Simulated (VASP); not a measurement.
# SnSe: single point with LDA

The system is SnSe.

```
Sn Se
1.0
     0.00000    2.90245    2.94665
     2.94665    0.00000    2.94665
     2.94665    2.90245    0.00000
Sn Se
1 1
Cartesian
  0.0000 0.0000 0.0000
  2.9466 2.9024 2.9466
```

This cell differs from its parent crystal: strain -0.0150 x Voigt [0, 1, 0, 0, 0, 0].

```yaml
Program: VASP 6.6.1
Task: single point
Functional: LDA
Potentials_or_basis: VASP PAW LDA potentials, release 64 (Sn_d, Se)
Cutoff: 520 eV
k_mesh: 8 × 8 × 8
Occupations: gaussian, width 0.05 eV
Spin: no spin polarisation
```

| Property | Result |
| --- | --- |
| Pressure | 1.1 GPa |
| Band gap on the k mesh | 0.72 eV, indirect (least direct gap 0.89 eV) |

Stress tensor (GPa, compression positive):
```
0.31 0.00 0.00
0.00 2.72 0.00
0.00 0.00 0.31
```

Levels at points of the mesh, in eV from the valence-band top:
| k point | band 7 | band 8 | band 9 | band 10 | band 11 | band 12 | band 13 | band 14 |
| --- | --- | --- | --- | --- | --- | --- | --- | --- |
| (0.00, 0.00, 0.00) | -4.83 | -2.42 | -2.27 | -2.27 | 4.47 | 4.47 | 4.86 | 5.81 |
| (0.50, 0.00, 0.00) | -8.45 | -2.06 | -2.02 | -0.08 | 0.92 | 1.17 | 1.26 | 8.46 |
| (0.50, 0.50, 0.00) | -6.03 | -5.95 | -4.01 | -3.83 | 2.82 | 5.61 | 6.01 | 6.41 |
| (0.50, 0.00, 0.50) | -6.10 | -5.98 | -3.96 | -3.96 | 2.76 | 5.73 | 5.73 | 6.61 |

Run time: 22 s on 1 thread of AMD EPYC 9R45 96-Core Processor (Zen 5) (shared host), peak memory 0.16 GiB.

Caveat: the cell differs from its parent crystal (strain -0.0150 x Voigt [0, 1, 0, 0, 0, 0]); spin-orbit coupling is left out, which moves the levels of the heavy elements. A k mesh can miss the band edges.
